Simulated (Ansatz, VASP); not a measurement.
**Zr2B3 in VASP and in Ansatz**

```
Zr B
1.0
     3.23979    0.00000    0.00000
    -1.61989    2.80574    0.00000
     0.00000    0.00000    7.25659
Zr B
2 3
Direct
  0.33333 0.66667 0.20832
  0.66667 0.33333 0.79168
  0.00000 0.00000 0.00000
  0.33333 0.66667 0.53597
  0.66667 0.33333 0.46403
```

Alike in both runs: functional PBE; k mesh 6 × 6 × 4; occupations gaussian, width 0.1 eV; no spin polarisation.

Ansatz relaxed the structure, and its values are those at the end. VASP's run is a single point on that final structure, the one shown.

|  | VASP | Ansatz |
| --- | --- | --- |
| version | VASP 6.6.1 | Ansatz 0.2.0 |
| potentials or method | VASP PAW PBE potentials, release 64 (Zr_sv, B), cutoff 520 eV | scalar-relativistic, plane waves, PAW |
| valence electrons in the cell | 33 | 33 |

Ansatz gave:

```
gap on the k mesh at the Fermi level (eV) : none
pressure (GPa)                            : 0.0
rms of the force components (eV/Å)        : 0.003
```

**Question.** Which values does VASP return?

**Answer.** gap on the k mesh at the Fermi level (eV): none; pressure (GPa): 0.1; rms of the force components (eV/Å): 0.004.

A gap of «none» marks a metal or a gap that the smearing closes.

The k mesh is coarse, so the values compare programs but aren't converged.
